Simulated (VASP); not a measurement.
# SrTiO3 (Pm-3m) in VASP: further runs, part 2 of 2

VASP 6.6.1. The steps go on from the part before.

### 3 Relaxation of cell and atoms, PBE

This run uses another cell than the first one, of 11.91 Å³/atom.

Contents of INCAR:

```
ALGO = Normal ; EDIFF = 1E-6
EDIFFG = -0.002 ; ENCUT = 600
GGA = PE ; IBRION = 2
ISIF = 3 ; ISMEAR = 0
LASPH = T ; LCHARG = F
LREAL = F ; LWAVE = F
NELM = 80 ; NSW = 100
PREC = Accurate ; SIGMA = 0.02
```

Contents of KPOINTS:

```
k-points
0
Gamma
  10 10 10
```

Contents of POSCAR:

```
SrTiO3
1.0
    3.9052800000      0.0000000000      0.0000000000
    0.0000000000      3.9052800000      0.0000000000
    0.0000000000      0.0000000000      3.9052800000
Sr Ti O
1 1 3
Direct
    0.5000000000      0.5000000000      0.5000000000
    0.0000000000      0.0000000000      0.0000000000
    0.5000000000      0.0000000000      0.0000000000
    0.0000000000      0.5000000000      0.0000000000
    0.0000000000      0.0000000000      0.5000000000
```

Potentials or basis: VASP PAW PBE potentials, release 64 (Sr_sv, Ti_sv, O).

Started as:

```console
cat potpaw_PBE.64/Sr_sv/POTCAR potpaw_PBE.64/Ti_sv/POTCAR potpaw_PBE.64/O/POTCAR > POTCAR
mpirun -np 1 vasp_std > vasp.out
```

OUTCAR:

```text
EDIFF = 1E-6
   EDIFFG = -0.002
   ENCUT = 600
   GGA = PE
   IBRION = 2
   ISIF = 3
   ISMEAR = 0
   LASPH = T
   LREAL = F
   NELM = 80
   NSW = 100
   PREC = Accurate

 ion  position               nearest neighbor table
   1  0.500  0.500  0.500-   3 2.76   4 2.76   5 2.76   3 2.76   4 2.76   3 2.76   5 2.76   3 2.76
                             4 2.76   5 2.76   4 2.76   5 2.76   2 3.38   2 3.38   2 3.38   2 3.38
   2  0.000  0.000  0.000-   3 1.95   4 1.95   5 1.95   5 1.95   4 1.95   3 1.95   1 3.38   1 3.38
                             1 3.38   1 3.38   1 3.38   1 3.38   1 3.38   1 3.38
   3  0.500  0.000  0.000-   2 1.95   2 1.95   1 2.76   1 2.76   1 2.76   1 2.76
   4  0.000  0.500  0.000-   2 1.95   2 1.95   1 2.76   1 2.76   1 2.76   1 2.76
   5  0.000  0.000  0.500-   2 1.95   2 1.95   1 2.76   1 2.76   1 2.76   1 2.76

  LATTYP: Found a simple cubic cell.
 ALAT       =     3.9052800000

  Lattice vectors:

 A1 = (   3.9052800000,   0.0000000000,   0.0000000000)
 A2 = (   0.0000000000,   3.9052800000,   0.0000000000)
 A3 = (   0.0000000000,   0.0000000000,   3.9052800000)

Analysis of symmetry for initial positions (statically):
=====================================================================
 Subroutine PRICEL returns:
 Original cell was already a primitive cell.

 Routine SETGRP: Setting up the symmetry group for a
 simple cubic supercell.

 Subroutine GETGRP returns: Found 48 space group operations
 (whereof 48 operations were pure point group operations)
[... 180 lines left out ...]
  Total        1.7491054      1.7491054      1.7491054      0.0000000     -0.0000000      0.0000000
  in kB       47.0511261     47.0511261     47.0511261      0.0000000     -0.0000000      0.0000000
  external PRESSURE =      47.0511261 kB  Pullay stress =       0.0000000 kB
[... 65 lines left out ...]
--------------------------------------- Ionic step        3  -------------------------------------------

 number of electron      39.9999974 magnetization

 Free energy of the ion-electron system (eV)
  ---------------------------------------------------
  ext. energy  EPLUGINS =         0.00000000
  ---------------------------------------------------
  free energy    TOTEN  =       -40.10689556 eV

  energy without entropy =      -40.10689556  energy(sigma->0) =      -40.10689556

 E-fermi :   4.0909     XC(G=0): -11.1291

 val. band max:        3.9457867519   @ k =   0.5000   0.5000   0.5000
 cond. band min:       5.7524846210   @ k =   0.0000   0.0000   0.0000
 fundamental gap:      1.8066978691
 Fermi energy:         4.0909382389

 k-point     1 :       0.0000    0.0000    0.0000
  band No.  band energies     occupation
      1     -52.6282      2.00000
      2     -28.9270      2.00000
      3     -28.8577      2.00000
      4     -28.8577      2.00000
      5     -28.8577      2.00000
      6     -13.3847      2.00000
[... 637 lines left out ...]
     23       7.0657      0.00000
     24       8.5327      0.00000

 [... further k-points ...]

------------------------ aborting loop because EDIFF is reached ----------------------------------------

  FORCE on cell =-STRESS in cart. coord.  units (eV):
  Direction    XX          YY          ZZ          XY          YZ          ZX
  --------------------------------------------------------------------------------------
  -------------------------------------------------------------------------------------
  Total       -0.0064485     -0.0064485     -0.0064485      0.0000000     -0.0000000     -0.0000000
  in kB       -0.1688974     -0.1688974     -0.1688974      0.0000000     -0.0000000     -0.0000000
  external PRESSURE =      -0.1688974 kB  Pullay stress =       0.0000000 kB
[... 20 lines left out ...]
  FREE ENERGIE OF THE ION-ELECTRON SYSTEM (eV)
  ---------------------------------------------------
  free  energy   TOTEN  =       -40.1068955599 eV

  energy  without entropy=      -40.1068955599  energy(sigma->0) =      -40.10689556

 reached required accuracy - stopping structural energy minimisation
```

OSZICAR:

```text
N       E                     dE             d eps       ncg     rms          rms(c)
DAV:   1     0.472449011607E+03    0.47245E+03   -0.23208E+04  2688   0.200E+03
DAV:   2     0.243037018352E+01   -0.47002E+03   -0.46336E+03  3176   0.519E+02
DAV:   3    -0.477073588373E+02   -0.50138E+02   -0.49514E+02  3256   0.159E+02
[... 32 lines left out ...]
DAV:   6    -0.401064232073E+02   -0.90362E-03   -0.15919E-03  3680   0.230E-01    0.140E-01
DAV:   7    -0.401068601949E+02   -0.43699E-03   -0.94848E-04  4064   0.206E-01    0.182E-02
DAV:   8    -0.401068921315E+02   -0.31937E-04   -0.19974E-04  4352   0.710E-02    0.133E-02
DAV:   9    -0.401068945630E+02   -0.24315E-05   -0.82683E-06  3552   0.199E-02    0.732E-03
DAV:  10    -0.401068955723E+02   -0.10093E-05   -0.11653E-06  2216   0.868E-03    0.986E-04
DAV:  11    -0.401068955599E+02    0.12427E-07   -0.13771E-07  1408   0.265E-03
   3 F= -.40106896E+02 E0= -.40106896E+02  d E =-.231753E-01
```

It took 4.8 min on 1 thread of Intel Xeon 8259CL, shared host; peak memory 0.26 GiB.

Results:

| Quantity | Value |
| --- | --- |
| Free energy | -40.1069 eV |
| Relaxed volume | 12.23 Å³/atom |
| Relaxed cell | a = 3.940 Å, b = 3.940 Å, c = 3.940 Å, α = 90.00°, β = 90.00°, γ = 90.00° |
| Space group after relaxing (to 0.1 Å) | Pm-3m (No. 221) |
| Energy gained by relaxing | 4.6 meV/atom |
| Ionic steps | 3 |
| Pressure after relaxing | 0.0 GPa |
| Band gap on the k mesh | 1.81 eV (least direct gap 2.18 eV) |

The path:
```csv
step,energy change (eV),largest force (eV/Å),pressure (GPa),volume (Å³)
1,0.0000,0.0000,4.71,59.56
2,-0.0055,0.0000,-3.78,62.63
3,-0.0232,0.0000,-0.02,61.17
```

Final structure:
```cif
data_structure
_symmetry_space_group_name_H-M 'P 1'
_symmetry_Int_Tables_number 1
_cell_length_a 3.9402
_cell_length_b 3.9402
_cell_length_c 3.9402
_cell_angle_alpha 90.000
_cell_angle_beta 90.000
_cell_angle_gamma 90.000
_cell_volume 61.17
loop_
_atom_site_label
_atom_site_type_symbol
_atom_site_fract_x
_atom_site_fract_y
_atom_site_fract_z
_atom_site_occupancy
Sr1 Sr 0.50000 0.50000 0.50000 1
Ti1 Ti 0.00000 0.00000 0.00000 1
O1 O 0.50000 0.00000 0.00000 1
O2 O 0.00000 0.50000 0.00000 1
O3 O 0.00000 0.00000 0.50000 1
```

Levels at points of the mesh, in eV from the valence-band top:
```csv
k point,band 18,band 19,band 20,band 21,band 22,band 23
"(0.00, 0.00, 0.00)",-0.37,-0.37,-0.37,1.81,1.81,1.81
"(0.50, 0.00, 0.00)",-1.90,-0.73,-0.73,1.96,3.64,3.64
"(0.50, 0.50, 0.00)",-1.54,-1.54,-0.09,3.65,3.65,4.09
"(0.50, 0.50, 0.50)",0.00,0.00,0.00,4.29,4.29,4.29
```
